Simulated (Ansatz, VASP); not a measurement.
**One calculation of Ba, two programs**

```
CELL_PARAMETERS angstrom
-2.53679 2.53679 2.53679
2.53679 -2.53679 2.53679
2.53679 2.53679 -2.53679
ATOMIC_POSITIONS crystal
Ba 0.00000 0.00000 0.00000
```

Alike in both runs: task single point; functional r2SCAN; k mesh 14 × 14 × 14; occupations fermi-dirac, width 0.1 eV; no spin polarisation.

```csv
,VASP,Ansatz
version,VASP 6.6.1,Ansatz 0.2.0
potentials or method,"VASP PAW PBE potentials, release 64 (Ba_sv), cutoff 520 eV","plane waves (500 eV) with PAW, scalar-relativistic"
valence electrons in the cell,10,10
```

|  | VASP | Ansatz | Ansatz less VASP |
| --- | --- | --- | --- |
| pressure (GPa) | 0.0 | 0.0 | -0.04 |

VASP's potentials were made for PBE, not for r2SCAN.

Spin-orbit coupling is off throughout.
